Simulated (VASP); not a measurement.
# EuRe (Pm-3m) in VASP: a series of runs

The runs below take EuRe through single point, with r2SCAN.

All numbers are computed with VASP 6.6.1; they aren't measurements. Logs are shortened: lines on timing, memory, paths and dates and some standing lists are left out, and cuts for length are marked.

## (1) The cell of the first run

It takes space group Pm-3m (No. 221, cubic). The conventional cell has a = 3.533 Å, b = 3.533 Å, c = 3.533 Å, α = 90.00°, β = 90.00°, γ = 90.00°. Within 4.0 Å of Eu (site symmetry m-3m) lie 8 Re at 3.06 Å and 6 Eu at 3.53 Å. Within 4.0 Å of Re (site symmetry m-3m) lie 8 Eu at 3.06 Å and 6 Re at 3.53 Å.

## (2) Single point, r2SCAN, collinear spin, ferromagnetic start (22.05 Å³/atom)

Input file POSCAR:

```
EuRe
1.0
    3.5327849514      0.0000000000      0.0000000000
    0.0000000000      3.5327849514      0.0000000000
    0.0000000000      0.0000000000      3.5327849514
Eu Re
1 1
Direct
    0.0000000000      0.0000000000      0.0000000000
    0.5000000000      0.5000000000      0.5000000000
```

Input file INCAR.step1:

```
PREC = Accurate ; ENCUT = 520
ISMEAR = 0 ; SIGMA = 0.05
LREAL = F ; LASPH = T
NELM = 150 ; ISPIN = 2
MAGMOM = 7.14 0 ; LMAXMIX = 6
NBANDS = 23 ; GGA = PE
ALGO = Normal ; EDIFF = 1E-4
LWAVE = T ; LCHARG = F
```

Input file INCAR.step2:

```
PREC = Accurate ; ENCUT = 520
EDIFF = 1E-6 ; ISMEAR = 0
SIGMA = 0.05 ; LREAL = F
LASPH = T ; NELM = 150
ALGO = Normal ; ISIF = 2
LWAVE = F ; LCHARG = F
ISPIN = 2 ; MAGMOM = 7.14 0
LORBIT = 11 ; LMAXMIX = 6
METAGGA = R2SCAN ; LMIXTAU = T
NBANDS = 23 ; ISTART = 1
```

Input file KPOINTS:

```
Automatic mesh
0
Gamma
  10 10 10
```

Potentials or basis: VASP PAW PBE potentials, release 64 (Eu, Re).

Run with:

```sh
$ cat potpaw_PBE.64/Eu/POTCAR potpaw_PBE.64/Re/POTCAR > POTCAR
$ cp INCAR.step1 INCAR
$ mpirun -np 1 vasp_std > vasp.out
$ cp INCAR.step2 INCAR
$ mpirun -np 1 vasp_std > vasp.out
```

OUTCAR:

```text
PREC = Accurate
   ENCUT = 520
   EDIFF = 1E-6
   ISMEAR = 0
   LREAL = F
   LASPH = T
   NELM = 150
   ISIF = 2
   ISPIN = 2
   LORBIT = 11
   METAGGA = R2SCAN
   ISTART = 1

 ion  position               nearest neighbor table
   1  0.000  0.000  0.000-   2 3.06   2 3.06   2 3.06   2 3.06   2 3.06   2 3.06   2 3.06   2 3.06

   2  0.500  0.500  0.500-   1 3.06   1 3.06   1 3.06   1 3.06   1 3.06   1 3.06   1 3.06   1 3.06

  LATTYP: Found a simple cubic cell.
 ALAT       =     3.5327849514

  Lattice vectors:

 A1 = (   3.5327849514,   0.0000000000,   0.0000000000)
 A2 = (   0.0000000000,   3.5327849514,   0.0000000000)
 A3 = (   0.0000000000,   0.0000000000,   3.5327849514)

Analysis of symmetry for initial positions (statically):
=====================================================================
 Subroutine PRICEL returns:
 Original cell was already a primitive cell.

 Routine SETGRP: Setting up the symmetry group for a
 simple cubic supercell.

 Subroutine GETGRP returns: Found 48 space group operations
 (whereof 48 operations were pure point group operations)
 out of a pool of 48 trial point group operations.

The static configuration has the point symmetry O_h .

Analysis of symmetry for dynamics (positions and initial velocities):
=====================================================================
 Subroutine PRICEL returns:
 Original cell was already a primitive cell.

 Routine SETGRP: Setting up the symmetry group for a
 simple cubic supercell.

 Subroutine GETGRP returns: Found 48 space group operations
 (whereof 48 operations were pure point group operations)
 out of a pool of 48 trial point group operations.

The dynamic configuration has the point symmetry O_h .

Analysis of structural, dynamic, and magnetic symmetry:
=====================================================================
 Subroutine PRICEL returns:
 Original cell was already a primitive cell.

 Routine SETGRP: Setting up the symmetry group for a
 simple cubic supercell.

 Subroutine GETGRP returns: Found 48 space group operations
 (whereof 48 operations were pure point group operations)
 out of a pool of 48 trial point group operations.

The overall configuration has the point symmetry O_h .

 Subroutine INISYM returns: Found 48 space group operations
 (whereof 48 operations are pure point group operations),
 and found     1 'primitive' translations

----------------------------------------------------------------------------------------

                                     Primitive cell

  volume of cell :      44.0912

  direct lattice vectors                    reciprocal lattice vectors
     3.532784951  0.000000000  0.000000000     0.283062800  0.000000000  0.000000000
     0.000000000  3.532784951  0.000000000     0.000000000  0.283062800  0.000000000
     0.000000000  0.000000000  3.532784951     0.000000000  0.000000000  0.283062800

  length of vectors
     3.532784951  3.532784951  3.532784951     0.283062800  0.283062800  0.283062800

  position of ions in fractional coordinates (direct lattice)
     0.000000000  0.000000000  0.000000000
     0.500000000  0.500000000  0.500000000

  ion indices of the primitive-cell ions
   primitive index   ion index
                 1           1
                 2           2

----------------------------------------------------------------------------------------

 KPOINTS: Automatic mesh

Automatic generation of k-mesh.
 Grid dimensions read from file:
 generate k-points for:   10   10   10

 Generating k-lattice:

  Cartesian coordinates                     Fractional coordinates (reciprocal lattice)
     0.028306280  0.000000000  0.000000000     0.100000000  0.000000000  0.000000000
     0.000000000  0.028306280  0.000000000     0.000000000  0.100000000  0.000000000
     0.000000000  0.000000000  0.028306280     0.000000000  0.000000000  0.100000000

  Length of vectors
     0.028306280  0.028306280  0.028306280

  Shift w.r.t. Gamma in fractional coordinates (k-lattice)
     0.000000000  0.000000000  0.000000000

 Subroutine IBZKPT returns following result:
 ===========================================

 Found     56 irreducible k-points:

 Following reciprocal coordinates:
            Coordinates               Weight
  0.000000  0.000000  0.000000      1.000000
  0.100000  0.000000  0.000000      6.000000
  0.200000  0.000000  0.000000      6.000000
  0.300000  0.000000  0.000000      6.000000
  0.400000  0.000000  0.000000      6.000000
  0.500000  0.000000  0.000000      3.000000
[... 16 lines left out ...]
  0.200000  0.100000  0.100000     24.000000
  0.300000  0.100000  0.100000     24.000000
 [... further k-points ...]
   k-points           NKPTS =     56   k-points in BZ     NKDIM =     56   number of bands    NBANDS=     23
   number of dos      NEDOS =    301   number of ions     NIONS =      2
   total plane-waves  NPLWV =  21952
   dimension x,y,z NGX =    28 NGY =   28 NGZ =   28
   dimension x,y,z NGXF=    56 NGYF=   56 NGZF=   56
   ions per type =               1   1
   NGX,Y,Z   is equivalent  to a cutoff of  13.18, 13.18, 13.18 a.u.
   NGXF,Y,Z  is equivalent  to a cutoff of  26.35, 26.35, 26.35 a.u.
 SYSTEM =  unknown system
   PREC   = accura    normal or accurate (medium, high low for compatibility)
   ISTART =      1    job   : 0-new  1-cont  2-samecut
   ICHARG =      0    charge: 1-file 2-atom 10-const
   ISPIN  =      2    spin polarized calculation?
   LNONCOLLINEAR =      F non collinear calculations
   LSORBIT =      F    spin-orbit coupling
   LASPH  =      T    aspherical Exc in radial PAW
   ENCUT  =  520.0 eV  38.22 Ry    6.18 a.u.   6.57  6.57  6.57*2*pi/ulx,y,z
   NELM   =    150;   NELMIN=  2; NELMDL=  0     # of ELM steps
   EDIFF  = 0.1E-05   stopping-criterion for ELM
   LREAL  =      F    real-space projection
   EDIFFG = 0.1E-04   stopping-criterion for IOM
   NSW    =      0    number of steps for IOM
   IBRION =     -1    ionic relax: 0-MD 1-quasi-New 2-CG
   NFREE  =      0    steps in history (QN), initial steepest desc. (CG)
   ISIF   =      2    stress and relaxation
   ISYM   =      2    0-nonsym 1-usesym 2-fastsym
   POTIM  = 0.5000    time-step for ionic-motion
   TEBEG  =    0.0;   TEEND  =   0.0 temperature during run
   PSTRESS=    0.0 pullay stress
   NELECT =      24.0000    total number of electrons
   NUPDOWN=      -1.0000    fix difference up-down
   EMIN   =  10.00;   EMAX   =-10.00  energy-range for DOS
   EFERMI =   0.00;   METHOD = LEGACY
   ISMEAR =     0;   SIGMA  =   0.05  broadening in eV -4-tet -1-fermi 0-gaus
   EFERMI_NEDOS =   21; number of points for ismear=-14 and -15
   IALGO  =     38    algorithm
   IMIX   =      4    mixing-type and parameters
     AMIX     =   0.40;   BMIX     =  1.00
     AMIX_MAG =   1.60;   BMIX_MAG =  1.00
  volume/ion in A,a.u.               =      22.05       148.77
  Fermi-wavevector in a.u.,A,eV,Ry     =   1.336682  2.525962 24.309778  1.786718
  Thomas-Fermi vector in A             =   2.465289
   LORBIT       =     11    0 simple, 1 ext, 2 COOP (PROOUT), +10 PAW based schemes
   METAGGA = R2SCAN    functional components
   LHFCALC =     F    Hartree Fock is set to
   AEXX    =    0.0000 exact exchange contribution
   IVDW    =     0    specifies the selected vdW correction
   LEPSILON=     F    determine dielectric tensor
   LRPA    =     F    only Hartree local field effects (RPA)
 spin polarized calculation
 Gauss-broadening in eV      SIGMA  =   0.05
  energy-cutoff  :      520.00
  volume of cell :       44.09
 maximum number of plane-waves:      1213
 NGX is ok and might be reduce to    28
   NGX = 13   NGY = 13   NGZ = 13

 number of electron      24.0000001 magnetization       4.9846083

 Free energy of the ion-electron system (eV)
  ---------------------------------------------------
  ext. energy  EPLUGINS =         0.00000000
  ---------------------------------------------------
  free energy    TOTEN  =       -90.05164068 eV

  energy without entropy =      -90.04890172  energy(sigma->0) =      -90.05027120

 E-fermi :   4.1730     XC(G=0): -12.4812

 val. band max:        4.1627235761   @ k =   0.5000   0.2000   0.1000
 cond. band min:       4.1776598936   @ k =   0.5000   0.4000   0.4000
 fundamental gap:      0.0149363175
 Fermi energy:         4.1730232201

 spin component 1

 k-point     1 :       0.0000    0.0000    0.0000
  band No.  band energies     occupation
      1     -38.0719      1.00000
      2     -15.8735      1.00000
      3     -15.8735      1.00000
      4     -15.8735      1.00000
      5      -1.9604      1.00000
      6       1.1589      1.00000
[... 15 lines left out ...]
     22      12.1261      0.00000
     23      13.2957      0.00000
[... 575 lines left out ...]
      1     -38.0346      1.00000
      2     -16.3246      1.00000
      3     -15.9081      1.00000
      4     -15.9052      1.00000
      5       0.0319      1.00000
      6       1.9100      1.00000
[... 15 lines left out ...]
     22      10.9310      0.00000
     23      12.6088      0.00000

 [... further k-points ...]

 spin component 2

 k-point     1 :       0.0000    0.0000    0.0000
  band No.  band energies     occupation
      1     -34.6265      1.00000
      2     -13.4299      1.00000
      3     -13.4299      1.00000
      4     -13.4299      1.00000
      5      -1.8742      1.00000
      6       0.9851      1.00000
[... 15 lines left out ...]
     22      13.2134      0.00000
     23      13.7898      0.00000
[... 575 lines left out ...]
      1     -34.5782      1.00000
      2     -13.9984      1.00000
      3     -13.4769      1.00000
      4     -13.4748      1.00000
      5       0.1293      1.00000
      6       1.7000      1.00000
[... 15 lines left out ...]
     22      12.0974      0.00000
     23      13.6698      0.00000

 [... further k-points ...]
[... 5 lines left out ...]
  --------------------------------------------------------------------------------------
  -------------------------------------------------------------------------------------
  Total       -0.9196957     -0.9196957     -0.9196957      0.0000000      0.0000000     -0.0000000
  in kB      -33.4197455    -33.4197455    -33.4197455      0.0000000      0.0000000     -0.0000000
  external PRESSURE =     -33.4197455 kB  Pullay stress =       0.0000000 kB

 VOLUME and BASIS-vectors are now :
 -----------------------------------------------------------------------------
  energy-cutoff  :      520.00
  volume of cell :       44.09
      direct lattice vectors                 reciprocal lattice vectors
     3.532784951  0.000000000  0.000000000     0.283062800  0.000000000  0.000000000
     0.000000000  3.532784951  0.000000000     0.000000000  0.283062800  0.000000000
     0.000000000  0.000000000  3.532784951     0.000000000  0.000000000  0.283062800

 POSITION                                       TOTAL-FORCE (eV/Angst)
 -----------------------------------------------------------------------------------
      0.00000      0.00000      0.00000         0.000000      0.000000      0.000000
      1.76639      1.76639      1.76639         0.000000      0.000000      0.000000
 -----------------------------------------------------------------------------------
    total drift:                               -0.000000      0.000000     -0.000000

  FREE ENERGIE OF THE ION-ELECTRON SYSTEM (eV)
  ---------------------------------------------------
  free  energy   TOTEN  =       -90.0516406804 eV

  energy  without entropy=      -90.0489017247  energy(sigma->0) =      -90.05027120

 total charge

# of ion       s       p       d       f       tot
--------------------------------------------------
    1        2.092   5.747   0.626   6.396  14.861
    2        0.602   0.239   4.839   0.000   5.680
--------------------------------------------------
tot          2.695   5.985   5.464   6.396  20.540

 magnetization (x)

# of ion       s       p       d       f       tot
--------------------------------------------------
    1       -0.001  -0.184   0.140   6.317   6.272
    2       -0.062   0.017  -1.659   0.000  -1.705
--------------------------------------------------
tot         -0.063  -0.168  -1.519   6.317   4.567
```

Run time: 4.1 min. Hardware: 1 thread of Intel Xeon 6975P-C (Granite Rapids), shared host; peak memory 0.27 GiB.

Results:

```yaml
Free_energy: -90.0516 eV
Pressure: -3.3 GPa
Net_moment: 4.98 μB per cell
Site_moments: Eu +6.27; Re -1.71 μB
Valence_electrons_inside_the_program's_atomic_spheres: Eu 14.86; Re 5.68
```

Caveat: the cell stands under tension; the PAW data sets were made with another functional, which shifts forces and pressure a little; spin-orbit coupling is left out, which moves the levels of the heavy elements; semilocal functionals describe open f shells poorly, which spoils levels, moments and volumes.

## (3) Single point, r2SCAN, collinear spin, ferromagnetic start (22.68 Å³/atom)

This run uses another cell than the first one, of 22.68 Å³/atom.

Input file POSCAR:

```
EuRe
1.0
    3.5664325475      0.0000000000      0.0000000000
    0.0000000000      3.5664325475      0.0000000000
    0.0000000000      0.0000000000      3.5664325475
Eu Re
1 1
Direct
    0.0000000000      0.0000000000      0.0000000000
    0.5000000000      0.5000000000      0.5000000000
```

Input file INCAR.step1:

```
SYSTEM = EuRe
PREC = Accurate
ENCUT = 520
ISMEAR = 0
SIGMA = 0.05
LREAL = .False.
LASPH = .True.
NELM = 150
ISPIN = 2
MAGMOM = 7.15 0
LMAXMIX = 6
NBANDS = 23
GGA = PE
ALGO = Normal
EDIFF = 1E-4
LWAVE = .True.
LCHARG = .False.
```

Input file INCAR.step2:

```
SYSTEM = EuRe
PREC = Accurate
ENCUT = 520
EDIFF = 1E-7
ISMEAR = 0
SIGMA = 0.05
LREAL = .False.
LASPH = .True.
NELM = 150
ALGO = Normal
ISIF = 2
LWAVE = .False.
LCHARG = .False.
ISPIN = 2
MAGMOM = 7.15 0
LORBIT = 11
LMAXMIX = 6
METAGGA = R2SCAN
LMIXTAU = .True.
NBANDS = 23
ISTART = 1
```

Input file KPOINTS:

```
regular mesh
0
Gamma
  10 10 10
  0 0 0
```

Potentials or basis: VASP PAW PBE potentials, release 64 (Eu, Re).

Run with:

```sh
$ cat potpaw_PBE.64/Eu/POTCAR potpaw_PBE.64/Re/POTCAR > POTCAR
$ cp INCAR.step1 INCAR
$ mpirun -np 1 vasp_std > vasp.out
$ cp INCAR.step2 INCAR
$ mpirun -np 1 vasp_std > vasp.out
```

It took 4.8 min on 1 thread of Intel Xeon 6975P-C (Granite Rapids), shared host; peak memory 0.27 GiB.

The run converged. Its results:

- Free energy: -90.0181 eV
- Pressure: -5.2 GPa
- Net moment: 4.91 μB per cell
- Site moments: Eu +6.28; Re -1.79 μB
- Valence electrons inside the program's atomic spheres: Eu 14.84; Re 5.64

Levels at points of the mesh, in eV from the Fermi level:
Spin up:
```tsv
k point	band 10	band 11	band 12	band 13	band 14	band 15	band 16	band 17	band 18	band 19
(0.00, 0.00, 0.00)	-0.62	-0.59	-0.54	-0.54	-0.54	0.81	0.81	0.81	4.19	4.19
(0.50, 0.00, 0.00)	-0.83	-0.76	-0.44	-0.44	0.11	1.05	1.05	1.17	1.79	2.57
(0.50, 0.50, 0.00)	-0.71	-0.65	-0.56	-0.56	-0.51	-0.40	2.20	2.21	2.52	2.52
(0.50, 0.50, 0.50)	-0.53	-0.53	-0.42	-0.42	-0.42	-0.24	-0.24	-0.24	2.29	2.29
```
Spin down:
```
           k point  band 6  band 7  band 8  band 9  band 10  band 11  band 12  band 13  band 14  band 15
(0.00, 0.00, 0.00)   -3.07   -3.07   -0.81   -0.81    -0.81     4.88     4.88     5.34     5.34     5.34
(0.50, 0.00, 0.00)   -2.21   -1.24   -1.02   -1.02    -0.53     1.24     2.40     3.84     3.84     5.60
(0.50, 0.50, 0.00)   -3.05   -1.97   -1.97    1.07     1.18     2.68     2.68     5.38     5.42     5.42
(0.50, 0.50, 0.50)   -1.48   -1.48   -0.11   -0.11    -0.11     1.15     1.15     2.03     5.58     5.58
```

Caveat: the cell stands under tension; the PAW data sets were made with another functional, which shifts forces and pressure a little; spin-orbit coupling is left out, which moves the levels of the heavy elements; semilocal functionals describe open f shells poorly, which spoils levels, moments and volumes. The state reached can hang on the start; a lower one may exist.
